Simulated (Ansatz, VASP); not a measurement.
Two plane-wave programs on Al

Contents of INCAR:

```
PREC = Accurate
ENCUT = 500
EDIFF = 1E-6
ISMEAR = 0
SIGMA = 0.1
LREAL = F
LASPH = T
NELM = 120
ALGO = Normal
ISIF = 2
LWAVE = F
LCHARG = F
GGA = PE
NBANDS = 8
GGA_COMPAT = F
```

KPOINTS

```
regular mesh
0
Gamma
  8 8 8
```

POSCAR

```
Al
1.0
    0.0000000000      2.0100000000      2.0100000000
    2.0100000000      0.0000000000      2.0100000000
    2.0100000000      2.0100000000      0.0000000000
Al
1
Direct
    0.0000000000      0.0000000000      0.0000000000
```

Input for Ansatz:

```yaml
crystal:
  lattice:
    - [0.0, 2.01, 2.01]
    - [2.01, 0.0, 2.01]
    - [2.01, 2.01, 0.0]
  atoms:
    - { symbol: Al, position: [0.0, 0.0, 0.0] }
basis:
  ecutwfc: 420
kpoints:
  mp_grid: { grid: [8, 8, 8] }
hamiltonian:
  xc: pbe
  pseudopotentials: { kind: paw, azcp: { folder: soft_1 } }
scf:
  occupations: { method: gaussian, width: 0.1 }
output:
  forces: true
  stress: true
  eigenvalues: true
```

Alike in both runs: task single point; functional PBE; k mesh 8 × 8 × 8; occupations gaussian, width 0.1 eV; no spin polarisation.

```csv
,VASP,Ansatz
version,VASP 6.6.1,Ansatz 0.2.0
potentials or method,"VASP PAW PBE potentials, release 64 (Al), cutoff 500 eV","scalar-relativistic, plane waves, PAW"
valence electrons in the cell,3,3
```

|  | VASP | Ansatz | Ansatz less VASP |
| --- | --- | --- | --- |
| gap on the k mesh at the Fermi level (eV) | none | none | - |
| pressure (GPa) | 1.4 | 1.4 | +0.01 |

A gap of «none» marks a metal or a gap that the smearing closes.
